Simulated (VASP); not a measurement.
# Na (Im-3m) in VASP: further runs

Na is run at these levels: PBE; tasks: density of states.

All numbers are computed with VASP 6.6.1; they aren't measurements. Logs are shortened: lines on timing, memory, paths and dates and some standing lists are left out, and cuts for length are marked.

### 1 The cell of the first run

It takes space group Im-3m (No. 229, cubic). Conventional cell: a = 4.190 Å, b = 4.190 Å, c = 4.190 Å, α = 90.00°, β = 90.00°, γ = 90.00°. Within 4.8 Å of Na (site symmetry m-3m) lie 14 Na at 3.63 to 4.19 Å.

### 2 Density of states, PBE

The input, POSCAR:

```
Na
1.0
   -2.0949070424      2.0949070424      2.0949070424
    2.0949070424     -2.0949070424      2.0949070424
    2.0949070424      2.0949070424     -2.0949070424
Na
1
Direct
    0.0000000000      0.0000000000      0.0000000000
```

The input, INCAR.step1:

```
ALGO = Fast ; EDIFF = 1E-6
ENCUT = 520 ; GGA = PE
ISIF = 2 ; ISMEAR = 0
LASPH = True ; LCHARG = True
LREAL = False ; LWAVE = False
NBANDS = 10 ; NELM = 80
PREC = Accurate ; SIGMA = 0.1
```

The input, KPOINTS.step1:

```
k-points
0
Gamma
  14 14 14
```

The input, INCAR.step2:

```
ALGO = Fast ; EDIFF = 1E-6
ENCUT = 520 ; GGA = PE
ICHARG = 11 ; ISIF = 2
ISMEAR = -5 ; LASPH = True
LCHARG = False ; LORBIT = 11
LREAL = False ; LWAVE = False
NEDOS = 2001 ; NELM = 80
PREC = Accurate ; SIGMA = 0.1
```

The input, KPOINTS.step2:

```
k-points
0
Gamma
  21 21 21
```

Potentials or basis: VASP PAW PBE potentials, release 64 (Na_pv).

On the command line:

```console
cat potpaw_PBE.64/Na_pv/POTCAR > POTCAR
cp INCAR.step1 INCAR
cp KPOINTS.step1 KPOINTS
mpirun -np 1 vasp_std > vasp.out
cp INCAR.step2 INCAR
cp KPOINTS.step2 KPOINTS
mpirun -np 1 vasp_std > vasp.out
```

OUTCAR:

```text
EDIFF = 1E-6
   ENCUT = 520
   GGA = PE
   ICHARG = 11
   ISIF = 2
   ISMEAR = -5
   LASPH = True
   LORBIT = 11
   LREAL = False
   NELM = 80
   PREC = Accurate

 ion  position               nearest neighbor table
   1  0.000  0.000  0.000-

  LATTYP: Found a body centered cubic cell.
 ALAT       =     4.1898140848

  Lattice vectors:

 A1 = (  -2.0949070424,   2.0949070424,   2.0949070424)
 A2 = (   2.0949070424,  -2.0949070424,   2.0949070424)
 A3 = (   2.0949070424,   2.0949070424,  -2.0949070424)

Analysis of symmetry for initial positions (statically):
=====================================================================
 Subroutine PRICEL returns:
 Original cell was already a primitive cell.

 Routine SETGRP: Setting up the symmetry group for a
 body centered cubic supercell.

 Subroutine GETGRP returns: Found 48 space group operations
 (whereof 48 operations were pure point group operations)
 out of a pool of 48 trial point group operations.

The static configuration has the point symmetry O_h .

Analysis of symmetry for dynamics (positions and initial velocities):
=====================================================================
 Subroutine PRICEL returns:
 Original cell was already a primitive cell.

 Routine SETGRP: Setting up the symmetry group for a
 body centered cubic supercell.

 Subroutine GETGRP returns: Found 48 space group operations
 (whereof 48 operations were pure point group operations)
 out of a pool of 48 trial point group operations.

The dynamic configuration has the point symmetry O_h .

 Subroutine INISYM returns: Found 48 space group operations
 (whereof 48 operations are pure point group operations),
 and found     1 'primitive' translations

----------------------------------------------------------------------------------------

                                     Primitive cell

  volume of cell :      36.7751

  direct lattice vectors                    reciprocal lattice vectors
    -2.094907042  2.094907042  2.094907042     0.000000000  0.238674075  0.238674075
     2.094907042 -2.094907042  2.094907042     0.238674075  0.000000000  0.238674075
     2.094907042  2.094907042 -2.094907042     0.238674075  0.238674075  0.000000000

  length of vectors
     3.628485435  3.628485435  3.628485435     0.337536113  0.337536113  0.337536113

  position of ions in fractional coordinates (direct lattice)
     0.000000000  0.000000000  0.000000000

[... 81 lines left out ...]
   IBRION =     -1    ionic relax: 0-MD 1-quasi-New 2-CG
   NFREE  =      0    steps in history (QN), initial steepest desc. (CG)
   ISIF   =      2    stress and relaxation
   ISYM   =      2    0-nonsym 1-usesym 2-fastsym
   POTIM  = 0.5000    time-step for ionic-motion
   TEBEG  =    0.0;   TEEND  =   0.0 temperature during run
   PSTRESS=    0.0 pullay stress
   NELECT =       7.0000    total number of electrons
   NUPDOWN=      -1.0000    fix difference up-down
   EMIN   =  10.00;   EMAX   =-10.00  energy-range for DOS
   EFERMI =   0.00;   METHOD = LEGACY
   ISMEAR =    -5;   SIGMA  =   0.10  broadening in eV -4-tet -1-fermi 0-gaus
   EFERMI_NEDOS =   21; number of points for ismear=-14 and -15
   IALGO  =     68    algorithm
   IMIX   =      4    mixing-type and parameters
     AMIX     =   0.40;   BMIX     =  1.00
     AMIX_MAG =   1.60;   BMIX_MAG =  1.00
  volume/ion in A,a.u.               =      36.78       248.17
  Fermi-wavevector in a.u.,A,eV,Ry     =   0.941722  1.779597 12.066197  0.886840
  Thomas-Fermi vector in A             =   2.069261
   LORBIT       =     11    0 simple, 1 ext, 2 COOP (PROOUT), +10 PAW based schemes
   GGA     = PE    functional components
   LHFCALC =     F    Hartree Fock is set to
   AEXX    =    0.0000 exact exchange contribution
   IVDW    =     0    specifies the selected vdW correction
   LEPSILON=     F    determine dielectric tensor
   LRPA    =     F    only Hartree local field effects (RPA)
 non-spin polarized calculation
 RMM-DIIS sequential band-by-band and
 Fermi weights with tetrahedron method with Bloechl corrections
  energy-cutoff  :      520.00
  volume of cell :       36.78
 maximum number of plane-waves:      1006

 number of electron       7.0000002 magnetization

 Free energy of the ion-electron system (eV)
  ---------------------------------------------------
  ext. energy  EPLUGINS =         0.00000000
  ---------------------------------------------------
  free energy    TOTEN  =        -1.31101499 eV

  energy without entropy =       -1.31101499  energy(sigma->0) =       -1.31101499

 E-fermi :   0.3742     XC(G=0):  -6.5231

 val. band max:        0.3260582552   @ k =   0.3810   0.0952   0.0000
 cond. band min:       0.3639464680   @ k =  -0.4286   0.4286   0.0952
 fundamental gap:      0.0378882128
 Fermi energy:         0.3742183550

 k-point     1 :       0.0000    0.0000    0.0000
  band No.  band energies     occupation
      1     -24.5434      2.00000
      2     -24.5434      2.00000
      3     -24.5434      2.00000
      4      -2.9429      2.00000
      5      12.1369      0.00000
      6      12.1369      0.00000
      7      12.1373      0.00000
[... 221 lines left out ...]
 k-point    24 :       0.1905    0.0952    0.0000
  band No.  band energies     occupation
      1     -24.5616      2.00000
      2     -24.5490      2.00000
      3     -24.5444      2.00000
      4      -1.8284      2.00000
      5       6.7470      0.00000
      6       8.3264      0.00000
      7      10.0706      0.00000

 [... further k-points ...]

------------------------ aborting loop because EDIFF is reached ----------------------------------------

  FORCE on cell =-STRESS in cart. coord.  units (eV):
  Direction    XX          YY          ZZ          XY          YZ          ZX
  --------------------------------------------------------------------------------------
  -------------------------------------------------------------------------------------
  Total        0.0058103      0.0058103      0.0058103      0.0000000      0.0000000      0.0000000
  in kB        0.2531351      0.2531351      0.2531351      0.0000000      0.0000000      0.0000000
  external PRESSURE =       0.2531351 kB  Pullay stress =       0.0000000 kB

 VOLUME and BASIS-vectors are now :
 -----------------------------------------------------------------------------
  energy-cutoff  :      520.00
  volume of cell :       36.78
      direct lattice vectors                 reciprocal lattice vectors
    -2.094907042  2.094907042  2.094907042     0.000000000  0.238674075  0.238674075
     2.094907042 -2.094907042  2.094907042     0.238674075  0.000000000  0.238674075
     2.094907042  2.094907042 -2.094907042     0.238674075  0.238674075  0.000000000

 POSITION                                       TOTAL-FORCE (eV/Angst)
 -----------------------------------------------------------------------------------
      0.00000      0.00000      0.00000         0.000000      0.000000      0.000000
 -----------------------------------------------------------------------------------
    total drift:                                0.000000     -0.000000      0.000000

  FREE ENERGIE OF THE ION-ELECTRON SYSTEM (eV)
  ---------------------------------------------------
  free  energy   TOTEN  =        -1.3110149888 eV

  energy  without entropy=       -1.3110149888  energy(sigma->0) =       -1.31101499

 total charge

# of ion       s       p       d       tot
------------------------------------------
    1        0.099   5.964   0.000   6.063
```

OSZICAR.step1:

```text
N       E                     dE             d eps       ncg     rms          rms(c)
DAV:   1     0.273667864067E+02    0.27367E+02   -0.37248E+03  2086   0.577E+02
DAV:   2    -0.739167916056E+00   -0.28106E+02   -0.27959E+02  2134   0.148E+02
DAV:   3    -0.130780044907E+01   -0.56863E+00   -0.56825E+00  2506   0.228E+01
DAV:   4    -0.131274669843E+01   -0.49462E-02   -0.49459E-02  2494   0.208E+00
DAV:   5    -0.131281516059E+01   -0.68462E-04   -0.68462E-04  2382   0.238E-01    0.205E-01
RMM:   6    -0.131240544567E+01    0.40971E-03   -0.23681E-04  2776   0.161E-01    0.138E-01
RMM:   7    -0.131211389982E+01    0.29155E-03   -0.55093E-04  2828   0.224E-01    0.164E-02
RMM:   8    -0.131211574652E+01   -0.18467E-05   -0.13521E-04  2883   0.203E-01    0.367E-03
RMM:   9    -0.131211847500E+01   -0.27285E-05   -0.27909E-05  3054   0.598E-02    0.252E-03
RMM:  10    -0.131211891378E+01   -0.43878E-06   -0.77033E-06  2924   0.472E-02
   1 F= -.13121189E+01 E0= -.13106072E+01  d E =-.302344E-02
```

Wall time 49 s (1 thread of Intel Xeon Platinum 8375C at 2.90GHz (Ice Lake), shared host); peak memory 0.19 GiB.

What came out:

```yaml
Valence_electrons_inside_the_program's_atomic_spheres: Na 6.06
```

Caveat: tetrahedron occupations give inexact forces and stress in metals.

### 3 Density of states, PBE

The input, POSCAR:

```
Na
1.0
   -2.0949070445      2.0949070445      2.0949070445
    2.0949070445     -2.0949070445      2.0949070445
    2.0949070445      2.0949070445     -2.0949070445
Na
1
Direct
    0.0000000000      0.0000000000      0.0000000000
```

INCAR.step1 is that of step 2.

KPOINTS.step1 is that of step 2.

INCAR.step2 is that of step 2.

KPOINTS.step2 is that of step 2.

Potentials or basis: VASP PAW PBE potentials, release 64 (Na_pv).

On the command line:

```console
cat potpaw_PBE.64/Na_pv/POTCAR > POTCAR
cp INCAR.step1 INCAR
cp KPOINTS.step1 KPOINTS
mpirun -np 1 vasp_std > vasp.out
cp INCAR.step2 INCAR
cp KPOINTS.step2 KPOINTS
mpirun -np 1 vasp_std > vasp.out
```

OUTCAR:

```text
EDIFF = 1E-6
   ENCUT = 520
   GGA = PE
   ICHARG = 11
   ISIF = 2
   ISMEAR = -5
   LASPH = True
   LORBIT = 11
   LREAL = False
   NELM = 80
   PREC = Accurate

 ion  position               nearest neighbor table
   1  0.000  0.000  0.000-

  LATTYP: Found a body centered cubic cell.
 ALAT       =     4.1898140890

  Lattice vectors:

 A1 = (  -2.0949070445,   2.0949070445,   2.0949070445)
 A2 = (   2.0949070445,  -2.0949070445,   2.0949070445)
 A3 = (   2.0949070445,   2.0949070445,  -2.0949070445)

Analysis of symmetry for initial positions (statically):
=====================================================================
 Subroutine PRICEL returns:
 Original cell was already a primitive cell.

 Routine SETGRP: Setting up the symmetry group for a
 body centered cubic supercell.

 Subroutine GETGRP returns: Found 48 space group operations
 (whereof 48 operations were pure point group operations)
 out of a pool of 48 trial point group operations.

The static configuration has the point symmetry O_h .

Analysis of symmetry for dynamics (positions and initial velocities):
[... 165 lines left out ...]

 k-point     1 :       0.0000    0.0000    0.0000
  band No.  band energies     occupation
      1     -24.5434      2.00000
      2     -24.5434      2.00000
      3     -24.5434      2.00000
      4      -2.9429      2.00000
      5      12.1369      0.00000
      6      12.1369      0.00000
      7      12.1373      0.00000
[... 221 lines left out ...]
 k-point    24 :       0.1905    0.0952    0.0000
  band No.  band energies     occupation
      1     -24.5616      2.00000
      2     -24.5490      2.00000
      3     -24.5444      2.00000
      4      -1.8284      2.00000
      5       6.7470      0.00000
      6       8.3264      0.00000
      7      10.0706      0.00000

 [... further k-points ...]

------------------------ aborting loop because EDIFF is reached ----------------------------------------

  FORCE on cell =-STRESS in cart. coord.  units (eV):
  Direction    XX          YY          ZZ          XY          YZ          ZX
  --------------------------------------------------------------------------------------
  -------------------------------------------------------------------------------------
  Total        0.0058103      0.0058103      0.0058103     -0.0000000      0.0000000     -0.0000000
  in kB        0.2531353      0.2531353      0.2531353     -0.0000000      0.0000000     -0.0000000
  external PRESSURE =       0.2531353 kB  Pullay stress =       0.0000000 kB

 VOLUME and BASIS-vectors are now :
 -----------------------------------------------------------------------------
  energy-cutoff  :      520.00
  volume of cell :       36.78
      direct lattice vectors                 reciprocal lattice vectors
    -2.094907045  2.094907045  2.094907045     0.000000000  0.238674074  0.238674074
     2.094907045 -2.094907045  2.094907045     0.238674074  0.000000000  0.238674074
     2.094907045  2.094907045 -2.094907045     0.238674074  0.238674074  0.000000000

 POSITION                                       TOTAL-FORCE (eV/Angst)
 -----------------------------------------------------------------------------------
      0.00000      0.00000      0.00000         0.000000      0.000000     -0.000000
 -----------------------------------------------------------------------------------
    total drift:                               -0.000000      0.000000     -0.000000

  FREE ENERGIE OF THE ION-ELECTRON SYSTEM (eV)
  ---------------------------------------------------
  free  energy   TOTEN  =        -1.3110149888 eV

  energy  without entropy=       -1.3110149888  energy(sigma->0) =       -1.31101499

 total charge

# of ion       s       p       d       tot
------------------------------------------
    1        0.099   5.964   0.000   6.063
```

OSZICAR.step1:

```text
N       E                     dE             d eps       ncg     rms          rms(c)
DAV:   1     0.273667863596E+02    0.27367E+02   -0.37248E+03  2086   0.577E+02
DAV:   2    -0.739167917076E+00   -0.28106E+02   -0.27959E+02  2134   0.148E+02
DAV:   3    -0.130780044908E+01   -0.56863E+00   -0.56825E+00  2506   0.228E+01
DAV:   4    -0.131274669840E+01   -0.49462E-02   -0.49459E-02  2494   0.208E+00
DAV:   5    -0.131281516059E+01   -0.68462E-04   -0.68462E-04  2382   0.238E-01    0.205E-01
RMM:   6    -0.131240544567E+01    0.40971E-03   -0.23681E-04  2776   0.161E-01    0.138E-01
RMM:   7    -0.131211389982E+01    0.29155E-03   -0.55093E-04  2828   0.224E-01    0.164E-02
RMM:   8    -0.131211574651E+01   -0.18467E-05   -0.13521E-04  2883   0.203E-01    0.367E-03
RMM:   9    -0.131211847499E+01   -0.27285E-05   -0.27909E-05  3054   0.598E-02    0.252E-03
RMM:  10    -0.131211891382E+01   -0.43884E-06   -0.77033E-06  2924   0.472E-02
   1 F= -.13121189E+01 E0= -.13106072E+01  d E =-.302344E-02
```

It used 46 s of CPU time on 1 thread of AMD EPYC 7R13 Processor (Zen 3) (shared host).

What came out:

* Valence electrons inside the program's atomic spheres: Na 6.06

Caveat: tetrahedron occupations give inexact forces and stress in metals.
